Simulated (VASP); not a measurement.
# Sr (Pm-3m) in VASP: single point with PBEsol

Aim: the single point of Sr with PBEsol.

All numbers are computed with VASP 6.6.1; they aren't measurements. Logs are shortened: lines on timing, memory, paths and dates and some standing lists are left out, and cuts for length are marked.

**1. The cell of the first run**

Symmetry: Pm-3m, No. 221, cubic system. Conventional cell: a = 3.801 Å, b = 3.801 Å, c = 3.801 Å, α = 90.00°, β = 90.00°, γ = 90.00°. Within 5.0 Å of Sr (site symmetry m-3m) lie 6 Sr at 3.80 Å.

**2. Single point, PBEsol (Ba replaced by Sr, lengths x 0.944, strained)**

INCAR

```
SYSTEM = Sr
ALGO = Fast
EDIFF = 1E-6
ENCUT = 520
GGA = PS
ISIF = 2
ISMEAR = 0
LASPH = .TRUE.
LCHARG = .FALSE.
LREAL = .FALSE.
LWAVE = .FALSE.
NBANDS = 11
NELM = 80
PREC = Accurate
SIGMA = 0.1
```

KPOINTS

```
k-points
0
G
  12 12 12
  0 0 0
```

POSCAR

```
Sr
1.0
    3.8007412369      0.0000000000      0.0000000000
    0.0000000000      3.8007412369      0.0000000000
    0.0000000000      0.0000000000      3.8007412369
Sr
1
Direct
    0.0000000000      0.0000000000      0.0000000000
```

Potentials or basis: VASP PAW PBE potentials, release 64 (Sr_sv).

Started as:

```console
> cat potpaw_PBE.64/Sr_sv/POTCAR > POTCAR
> mpirun -np 1 vasp_std > vasp.out
```

OUTCAR:

```text
SYSTEM = Sr
   EDIFF = 1E-6
   ENCUT = 520
   GGA = PS
   ISIF = 2
   ISMEAR = 0
   LASPH = .TRUE.
   LREAL = .FALSE.
   NELM = 80
   PREC = Accurate

 ion  position               nearest neighbor table
   1  0.000  0.000  0.000-

  LATTYP: Found a simple cubic cell.
 ALAT       =     3.8007412369

  Lattice vectors:

 A1 = (   3.8007412369,   0.0000000000,   0.0000000000)
 A2 = (   0.0000000000,   3.8007412369,   0.0000000000)
 A3 = (   0.0000000000,   0.0000000000,   3.8007412369)

Analysis of symmetry for initial positions (statically):
=====================================================================
 Subroutine PRICEL returns:
 Original cell was already a primitive cell.

 Routine SETGRP: Setting up the symmetry group for a
 simple cubic supercell.

 Subroutine GETGRP returns: Found 48 space group operations
 (whereof 48 operations were pure point group operations)
 out of a pool of 48 trial point group operations.

The static configuration has the point symmetry O_h .

Analysis of symmetry for dynamics (positions and initial velocities):
=====================================================================
 Subroutine PRICEL returns:
 Original cell was already a primitive cell.

 Routine SETGRP: Setting up the symmetry group for a
 simple cubic supercell.

 Subroutine GETGRP returns: Found 48 space group operations
 (whereof 48 operations were pure point group operations)
 out of a pool of 48 trial point group operations.

The dynamic configuration has the point symmetry O_h .

 Subroutine INISYM returns: Found 48 space group operations
 (whereof 48 operations are pure point group operations),
 and found     1 'primitive' translations

----------------------------------------------------------------------------------------

                                     Primitive cell

  volume of cell :      54.9041

  direct lattice vectors                    reciprocal lattice vectors
     3.800741237  0.000000000  0.000000000     0.263106573  0.000000000  0.000000000
     0.000000000  3.800741237  0.000000000     0.000000000  0.263106573  0.000000000
     0.000000000  0.000000000  3.800741237     0.000000000  0.000000000  0.263106573

  length of vectors
     3.800741237  3.800741237  3.800741237     0.263106573  0.263106573  0.263106573

  position of ions in fractional coordinates (direct lattice)
     0.000000000  0.000000000  0.000000000

  ion indices of the primitive-cell ions
   primitive index   ion index
                 1           1

----------------------------------------------------------------------------------------

 KPOINTS: k-points

Automatic generation of k-mesh.
 Grid dimensions read from file:
 generate k-points for:   12   12   12

 Generating k-lattice:

  Cartesian coordinates                     Fractional coordinates (reciprocal lattice)
     0.021925548  0.000000000  0.000000000     0.083333333  0.000000000  0.000000000
     0.000000000  0.021925548  0.000000000     0.000000000  0.083333333  0.000000000
     0.000000000  0.000000000  0.021925548     0.000000000  0.000000000  0.083333333

  Length of vectors
     0.021925548  0.021925548  0.021925548

  Shift w.r.t. Gamma in fractional coordinates (k-lattice)
     0.000000000  0.000000000  0.000000000

 Subroutine IBZKPT returns following result:
 ===========================================

 Found     84 irreducible k-points:

 Following reciprocal coordinates:
            Coordinates               Weight
  0.000000  0.000000  0.000000      1.000000
  0.083333  0.000000  0.000000      6.000000
  0.166667  0.000000  0.000000      6.000000
  0.250000  0.000000  0.000000      6.000000
  0.333333  0.000000  0.000000      6.000000
  0.416667  0.000000  0.000000      6.000000
[... 16 lines left out ...]
  0.333333  0.333333  0.000000     12.000000
  0.416667  0.333333  0.000000     24.000000
 [... further k-points ...]
   k-points           NKPTS =     84   k-points in BZ     NKDIM =     84   number of bands    NBANDS=     11
   number of dos      NEDOS =    301   number of ions     NIONS =      1
   total plane-waves  NPLWV =  21952
   dimension x,y,z NGX =    28 NGY =   28 NGZ =   28
   dimension x,y,z NGXF=    56 NGYF=   56 NGZF=   56
   ions per type =               1
   NGX,Y,Z   is equivalent  to a cutoff of  12.25, 12.25, 12.25 a.u.
   NGXF,Y,Z  is equivalent  to a cutoff of  24.49, 24.49, 24.49 a.u.
 SYSTEM =  Sr
   PREC   = accura    normal or accurate (medium, high low for compatibility)
   ISTART =      0    job   : 0-new  1-cont  2-samecut
   ICHARG =      2    charge: 1-file 2-atom 10-const
   ISPIN  =      1    spin polarized calculation?
   LNONCOLLINEAR =      F non collinear calculations
   LSORBIT =      F    spin-orbit coupling
   LASPH  =      T    aspherical Exc in radial PAW
   ENCUT  =  520.0 eV  38.22 Ry    6.18 a.u.   7.07  7.07  7.07*2*pi/ulx,y,z
   NELM   =     80;   NELMIN=  2; NELMDL= -5     # of ELM steps
   EDIFF  = 0.1E-05   stopping-criterion for ELM
   LREAL  =      F    real-space projection
   EDIFFG = 0.1E-04   stopping-criterion for IOM
   NSW    =      0    number of steps for IOM
   IBRION =     -1    ionic relax: 0-MD 1-quasi-New 2-CG
   NFREE  =      0    steps in history (QN), initial steepest desc. (CG)
   ISIF   =      2    stress and relaxation
   ISYM   =      2    0-nonsym 1-usesym 2-fastsym
   POTIM  = 0.5000    time-step for ionic-motion
   TEBEG  =    0.0;   TEEND  =   0.0 temperature during run
   PSTRESS=    0.0 pullay stress
   NELECT =      10.0000    total number of electrons
   NUPDOWN=      -1.0000    fix difference up-down
   EMIN   =  10.00;   EMAX   =-10.00  energy-range for DOS
   EFERMI =   0.00;   METHOD = LEGACY
   ISMEAR =     0;   SIGMA  =   0.10  broadening in eV -4-tet -1-fermi 0-gaus
   EFERMI_NEDOS =   21; number of points for ismear=-14 and -15
   IALGO  =     68    algorithm
   IMIX   =      4    mixing-type and parameters
     AMIX     =   0.40;   BMIX     =  1.00
     AMIX_MAG =   1.60;   BMIX_MAG =  1.00
  volume/ion in A,a.u.               =      54.90       370.51
  Fermi-wavevector in a.u.,A,eV,Ry     =   0.927983  1.753633 11.716682  0.861152
  Thomas-Fermi vector in A             =   2.054111
   LORBIT       =      0    0 simple, 1 ext, 2 COOP (PROOUT), +10 PAW based schemes
   GGA     = PS    functional components
   LHFCALC =     F    Hartree Fock is set to
   AEXX    =    0.0000 exact exchange contribution
   IVDW    =     0    specifies the selected vdW correction
   LEPSILON=     F    determine dielectric tensor
   LRPA    =     F    only Hartree local field effects (RPA)
 non-spin polarized calculation
 RMM-DIIS sequential band-by-band and
 Gauss-broadening in eV      SIGMA  =   0.10
  energy-cutoff  :      520.00
  volume of cell :       54.90
 maximum number of plane-waves:      1498
   NGX = 15   NGY = 15   NGZ = 15

 number of electron      10.0000000 magnetization

 Free energy of the ion-electron system (eV)
  ---------------------------------------------------
  ext. energy  EPLUGINS =         0.00000000
  ---------------------------------------------------
  free energy    TOTEN  =        -1.45638756 eV

  energy without entropy =       -1.45308278  energy(sigma->0) =       -1.45473517

 E-fermi :   1.3420     XC(G=0):  -7.4228

 val. band max:        1.3327585085   @ k =   0.4167   0.3333   0.3333
 cond. band min:       1.4238375202   @ k =   0.5000   0.2500   0.1667
 fundamental gap:      0.0910790117
 Fermi energy:         1.3419570200

 k-point     1 :       0.0000    0.0000    0.0000
  band No.  band energies     occupation
      1     -35.3462      2.00000
      2     -17.1986      2.00000
      3     -17.1986      2.00000
      4     -17.1986      2.00000
      5      -2.1131      2.00000
      6       2.0342      0.00000
      7       2.0342      0.00000
      8       6.4402      0.00000
      9       6.4402      0.00000
     10       6.4402      0.00000
     11       8.9319      0.00000

 k-point     2 :       0.0833    0.0000    0.0000
  band No.  band energies     occupation
      1     -35.3448      2.00000
      2     -17.2208      2.00000
      3     -17.1967      2.00000
      4     -17.1967      2.00000
      5      -2.0185      2.00000
      6       2.0677      0.00000
      7       2.0835      0.00000
      8       6.2058      0.00000
      9       6.2058      0.00000
     10       6.4532      0.00000
     11       8.4533      0.00000

 k-point     3 :       0.1667    0.0000    0.0000
  band No.  band energies     occupation
      1     -35.3409      2.00000
      2     -17.2808      2.00000
      3     -17.1916      2.00000
      4     -17.1916      2.00000
      5      -1.7452      2.00000
      6       2.1628      0.00000
      7       2.1872      0.00000
      8       5.7204      0.00000
      9       5.7204      0.00000
     10       6.4892      0.00000
     11       7.6530      0.00000

 k-point     4 :       0.2500    0.0000    0.0000
  band No.  band energies     occupation
      1     -35.3355      2.00000
      2     -17.3613      2.00000
      3     -17.1847      2.00000
      4     -17.1847      2.00000
      5      -1.3216      2.00000
      6       2.2068      0.00000
      7       2.3015      0.00000
      8       5.2299      0.00000
      9       5.2299      0.00000
     10       6.5393      0.00000
     11       7.1218      0.00000
[... 239 lines left out ...]
 k-point    22 :       0.5000    0.2500    0.0000
  band No.  band energies     occupation
      1     -35.3143      2.00000
      2     -17.4967      2.00000
      3     -17.3259      2.00000
      4     -17.1575      2.00000
      5       0.9905      2.00000
      6       1.0592      1.99994
      7       3.1786      0.00000
      8       3.9645      0.00000
      9       4.7176      0.00000
     10       5.6453      0.00000
     11       7.7646      0.00000

 k-point    23 :       0.3333    0.3333    0.0000
  band No.  band energies     occupation
      1     -35.3144      2.00000
      2     -17.4144      2.00000
      3     -17.4079      2.00000
      4     -17.1576      2.00000
      5       0.3307      2.00000
      6       1.8989      0.00000
      7       3.2526      0.00000
      8       3.8017      0.00000
      9       5.0564      0.00000
     10       5.2671      0.00000
     11       7.7716      0.00000

 k-point    24 :       0.4167    0.3333    0.0000
  band No.  band energies     occupation
      1     -35.3105      2.00000
      2     -17.4662      2.00000
      3     -17.4040      2.00000
      4     -17.1526      2.00000
      5       0.7291      2.00000
      6       1.6614      0.00001
      7       3.4188      0.00000
      8       3.8286      0.00000
      9       4.9074      0.00000
     10       5.2557      0.00000
     11       7.6830      0.00000

 [... further k-points ...]
[... 5 lines left out ...]
  --------------------------------------------------------------------------------------
  -------------------------------------------------------------------------------------
  Total       -0.1046053     -0.1046053     -0.1046053     -0.0000000     -0.0000000     -0.0000000
  in kB       -3.0525272     -3.0525272     -3.0525272     -0.0000000     -0.0000000     -0.0000000
  external PRESSURE =      -3.0525272 kB  Pullay stress =       0.0000000 kB

 VOLUME and BASIS-vectors are now :
 -----------------------------------------------------------------------------
  energy-cutoff  :      520.00
  volume of cell :       54.90
      direct lattice vectors                 reciprocal lattice vectors
     3.800741237  0.000000000  0.000000000     0.263106573  0.000000000  0.000000000
     0.000000000  3.800741237  0.000000000     0.000000000  0.263106573  0.000000000
     0.000000000  0.000000000  3.800741237     0.000000000  0.000000000  0.263106573

 POSITION                                       TOTAL-FORCE (eV/Angst)
 -----------------------------------------------------------------------------------
      0.00000      0.00000      0.00000         0.000000      0.000000      0.000000
 -----------------------------------------------------------------------------------
    total drift:                               -0.000000     -0.000000     -0.000000

  FREE ENERGIE OF THE ION-ELECTRON SYSTEM (eV)
  ---------------------------------------------------
  free  energy   TOTEN  =        -1.4563875642 eV

  energy  without entropy=       -1.4530827779  energy(sigma->0) =       -1.45473517
```

Run time: 61 s. Hardware: 1 thread of AMD EPYC 7R13, shared host; peak memory 0.16 GiB.

Results:

```
Free energy            : -1.4564 eV
Pressure               : -0.3 GPa
Band gap on the k mesh : zero (band 5 reaches 1.87 eV, above the bottom of band 6 at 1.06 eV)
```

Levels at points of the mesh, in eV from the Fermi level:
```csv
k point,band 3,band 4,band 5,band 6,band 7,band 8
"(0.00, 0.00, 0.00)",-18.54,-18.54,-3.46,0.69,0.69,5.10
"(0.50, 0.00, 0.00)",-18.51,-18.51,-1.23,-0.12,1.28,3.16
"(0.50, 0.50, 0.00)",-18.82,-18.49,-0.51,0.74,2.41,2.41
"(0.50, 0.50, 0.50)",-18.78,-18.78,0.53,0.53,0.53,4.61
```

Caveat: the cell differs from its parent crystal (Ba replaced by Sr, lengths x 0.944, strained); the PAW data sets were made with another functional, which shifts forces and pressure a little.
